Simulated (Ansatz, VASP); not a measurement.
Ti4O in VASP and in Ansatz

```
Ti O
1.0
     2.86791    0.00000    0.00000
    -1.43396    2.48369    0.00000
     0.00000    0.00000   26.02492
Ti O
4 1
Cartesian
  1.4340 0.8279 8.5000
  0.0000 1.6558 10.8416
  0.0000 0.0000 13.2214
  1.4340 0.8279 15.4096
  2.8679 1.6558 16.6358
```

Alike in both runs: task single point; functional PBEsol; k mesh 12 × 12 × 1; occupations gaussian, width 0.1 eV; no spin polarisation.

|  | VASP | Ansatz |
| --- | --- | --- |
| version | VASP 6.6.1 | Ansatz 0.2.0 |
| potentials or method | VASP PAW PBE potentials, release 64 (Ti_sv, O), cutoff 520 eV | scalar-relativistic, plane waves, PAW |
| valence electrons in the cell | 54 | 54 |

VASP gave:

* gap on the k mesh at the Fermi level (eV): none
* rms of the force components (eV/Å): 1.730

**Question.** Which values does Ansatz return?

**Answer.** gap on the k mesh at the Fermi level (eV): none; rms of the force components (eV/Å): 1.752.

VASP's potentials were made for PBE, not for PBEsol. Atom by atom the forces differ by 0.022 eV/Å (rms over components). A gap of «none» marks a metal or a gap that the smearing closes. With one functional, cell and mesh, what is left measures potentials, basis and numerics. Ansatz's warnings: xc potential rough in thin density.
